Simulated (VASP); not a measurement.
Here is a VASP 6.6.1 calculation.

POSCAR

```
CO2
1.0
    4.8362439605      2.7922067525      3.9863339104
   -4.8362439605      2.7922067525      3.9863339104
    0.0000000000     -5.5844135049      3.9863339105
C O
8 16
Direct
    0.0000000000      0.0000000000      0.0000000000
    0.5000000000      0.5000000000      0.5000000000
    0.4970269318      0.7500000000      0.0029730682
    0.7500000000      0.0029730682      0.4970269318
    0.0029730682      0.4970269318      0.7500000000
    0.9970269318      0.5029730682      0.2500000000
    0.5029730682      0.2500000000      0.9970269318
    0.2500000000      0.9970269318      0.5029730682
    0.9029638404      0.9029638404      0.9029638404
    0.4029638404      0.4029638404      0.4029638404
    0.0970361596      0.0970361596      0.0970361596
    0.5970361596      0.5970361596      0.5970361596
    0.5990113656      0.6608673776      0.1048146942
    0.6608673776      0.1048146942      0.5990113656
    0.1048146942      0.5990113656      0.6608673776
    0.0990113656      0.6048146942      0.1608673776
    0.6048146942      0.1608673776      0.0990113656
    0.1608673776      0.0990113656      0.6048146942
    0.4009886344      0.3391326224      0.8951853058
    0.3391326224      0.8951853058      0.4009886344
    0.8951853058      0.4009886344      0.3391326224
    0.9009886344      0.3951853058      0.8391326224
    0.3951853058      0.8391326224      0.9009886344
    0.8391326224      0.9009886344      0.3951853058
```

Contents of INCAR.step1:

```
  PREC = Accurate
  ENCUT = 520
  ISMEAR = -1
  SIGMA = 0.02
  LREAL = Auto
  LASPH = T
  NELM = 80
  NBANDS = 82
  GGA = PE
  ALGO = Normal
  EDIFF = 1E-4
  LWAVE = T
  LCHARG = F
```

Contents of INCAR.step2:

```
  PREC = Accurate
  ENCUT = 520
  EDIFF = 1E-7
  ISMEAR = -1
  SIGMA = 0.02
  LREAL = Auto
  LASPH = T
  NELM = 80
  ALGO = Normal
  ISIF = 2
  LWAVE = F
  LCHARG = F
  METAGGA = R2SCAN
  LMIXTAU = T
  LUSE_VDW = T
  IVDW_NL = 2
  BPARAM = 11.95
  CPARAM = 0.0093
  NBANDS = 82
  ISTART = 1
```

Contents of KPOINTS:

```
Automatic mesh
0
Gamma
  4 4 4
```

Potentials or basis: VASP PAW PBE potentials, release 64 (C, O).

The run is started by

```sh
$ cat potpaw_PBE.64/C/POTCAR potpaw_PBE.64/O/POTCAR > POTCAR
$ cp INCAR.step1 INCAR
$ mpirun -np 1 vasp_std > vasp.out
$ cp INCAR.step2 INCAR
$ mpirun -np 1 vasp_std > vasp.out
```

**Question.** What does it give for the pressure?

**Answer.** 2.0 GPa.

**Question.** What does it give for the band gap on the k mesh?

**Answer.** 7.25 eV (least direct gap 7.35 eV).

Forces in eV/Å, atoms in the order of the input:
```
C    0.000  0.000  0.000
C    0.000  0.000  0.000
C    0.000  0.001  0.000
C    0.000 -0.001  0.000
C   -0.001  0.000  0.000
C    0.001  0.000  0.000
C    0.000 -0.001  0.000
C    0.000  0.001  0.000
O    0.000  0.000 -0.783
O    0.000  0.000 -0.783
O    0.000  0.000  0.783
O    0.000  0.000  0.783
O    0.627 -0.360  0.304
O   -0.625 -0.363  0.304
O   -0.002  0.723  0.304
O    0.002  0.723  0.304
O    0.625 -0.363  0.304
O   -0.627 -0.360  0.304
O   -0.627  0.360 -0.304
O    0.625  0.363 -0.304
O    0.002 -0.723 -0.304
O   -0.002 -0.723 -0.304
O   -0.625  0.363 -0.304
O    0.627  0.360 -0.304
```

Caveat: the PAW data sets were made with another functional, which shifts forces and pressure a little. A k mesh can miss the band edges.
